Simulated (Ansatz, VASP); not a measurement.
## Two plane-wave programs on Al

Contents of INCAR:

```
SYSTEM = Al
PREC = Accurate ; ENCUT = 520
EDIFF = 1E-6 ; ISMEAR = 0
SIGMA = 0.15 ; LREAL = .FALSE.
LASPH = .TRUE. ; NELM = 100
ALGO = Normal ; ISIF = 2
LWAVE = .FALSE. ; LCHARG = .TRUE.
GGA = PE ; IVDW = 12
LELF = .TRUE. ; LVHAR = .TRUE.
NBANDS = 8
```

KPOINTS

```
Automatic mesh
0
G
  22 22 22
  0 0 0
```

The input POSCAR:

```
Al
1.0
    0.0000000000      2.0786013857      1.9241613027
    2.0786013857      0.0000000000      1.9241613027
    2.0786013857      2.0786013857      0.0000000000
Al
1
Direct
    0.0000000000      0.0000000000      0.0000000000
```

Input for Ansatz:

```yaml
crystal:
  lattice:
    - [0.0, 2.0786013857, 1.9241613027]
    - [2.0786013857, 0.0, 1.9241613027]
    - [2.0786013857, 2.0786013857, 0.0]
  atoms:
    - { symbol: Al, position: [0.0, 0.0, 0.0] }
basis:
  ecutwfc: 420
kpoints:
  mp_grid: { grid: [22, 22, 22] }
hamiltonian:
  xc: pbe
  pseudopotentials: { kind: paw, azcp: { folder: soft_1 } }
  dispersion: d3bj
scf:
  occupations: { method: gaussian, width: 0.15 }
output:
  forces: true
  stress: true
  eigenvalues: true
```

Alike in both runs: task single point; functional PBE; dispersion D3(BJ); k mesh 22 × 22 × 22; occupations gaussian, width 0.15 eV; no spin polarisation.

```csv
,VASP,Ansatz
version,VASP 6.6.1,Ansatz 0.2.0
potentials or method,"VASP PAW PBE potentials, release 64 (Al), cutoff 520 eV","scalar-relativistic, plane waves, PAW"
valence electrons in the cell,3,3
```

VASP gave:

```
gap on the k mesh at the Fermi level (eV)                     : none
pressure (GPa)                                                : -3.6
traceless stress, the component that is largest in VASP (GPa) : 2.76
```

Problem. Which values does Ansatz return?

Solution. gap on the k mesh at the Fermi level (eV): none; pressure (GPa): -3.6; traceless stress, the component that is largest in VASP (GPa): 2.77.

A gap of «none» marks a metal or a gap that the smearing closes.
